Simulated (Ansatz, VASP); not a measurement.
## Two plane-wave programs on As

The input INCAR:

```
PREC     = Accurate       # precision mode
ENCUT    = 520            # plane-wave cutoff, eV
EDIFF    = 1E-7           # SCF threshold, eV
ISMEAR   = 0              # smearing method
SIGMA    = 0.05           # smearing width, eV
LREAL    = False          # projectors in reciprocal space
LASPH    = True           # aspherical terms in the spheres
NELM     = 80             # most SCF steps
ALGO     = Normal         # electronic algorithm
ISIF     = 2              # what is computed and relaxed
LWAVE    = False          # write WAVECAR
LCHARG   = False          # write CHGCAR
GGA      = PE             # functional
NBANDS   = 18             # bands
```

File KPOINTS:

```
Automatic mesh
0
Gamma
  10 8 10
```

Contents of POSCAR:

```
As
1.0
    3.5240362538      0.0000000000      0.0000000000
    0.0000000000      0.0000000000     -4.3157375492
   -1.7620181269      5.3101916153      0.0000000000
As
4
Direct
    0.8900000000      0.9400000000      0.7800000000
    0.3900000000      0.5600000000      0.7800000000
    0.1100000000      0.0600000000      0.2200000000
    0.6100000000      0.4400000000      0.2200000000
```

Input for Ansatz:

```yaml
crystal:
  lattice:
    - [3.5240362538, 0.0, 0.0]
    - [0.0, 0.0, -4.3157375492]
    - [-1.7620181269, 5.3101916153, 0.0]
  atoms:
    - { symbol: As, position: [0.89, 0.94, 0.78] }
    - { symbol: As, position: [0.39, 0.56, 0.78] }
    - { symbol: As, position: [0.11, 0.06, 0.22] }
    - { symbol: As, position: [0.61, 0.44, 0.22] }
basis:
  ecutwfc: 500
  fft_grid_basis: typed
kpoints:
  mp_grid: { grid: [10, 8, 10] }
hamiltonian:
  xc: pbe
  pseudopotentials: { kind: paw }
scf:
  occupations: { method: gaussian, width: 0.05 }
output:
  forces: true
  stress: true
  eigenvalues: true
  bader: true
  write_density: true
  volumetric_format: npy
  elf: true
```

Alike in both runs: task single point; functional PBE; k mesh 10 × 8 × 10; occupations gaussian, width 0.05 eV; no spin polarisation.

|  | VASP | Ansatz |
| --- | --- | --- |
| version | VASP 6.6.1 | Ansatz 0.2.0 |
| potentials or method | VASP PAW PBE potentials, release 64 (As), cutoff 520 eV | scalar-relativistic, plane waves, PAW |
| valence electrons in the cell | 20 | 60 |

|  | VASP | Ansatz | Ansatz less VASP |
| --- | --- | --- | --- |
| gap on the k mesh at the Fermi level (eV) | none | none | - |
| pressure (GPa) | 13.3 | 12.7 | -0.57 |
| traceless stress, the component that is largest in VASP (GPa) | 1.56 | 1.59 | +0.034 |
| rms of the force components (eV/Å) | 0.664 | 0.607 | -0.0570 |

Atom by atom the forces differ by 0.058 eV/Å (rms over components). A gap of «none» marks a metal or a gap that the smearing closes. With one functional, cell and mesh, what is left measures potentials, basis and numerics. VASP's potentials hold 20 valence electrons a cell and Ansatz's 60, so a difference there can come from the potentials and not from the codes.
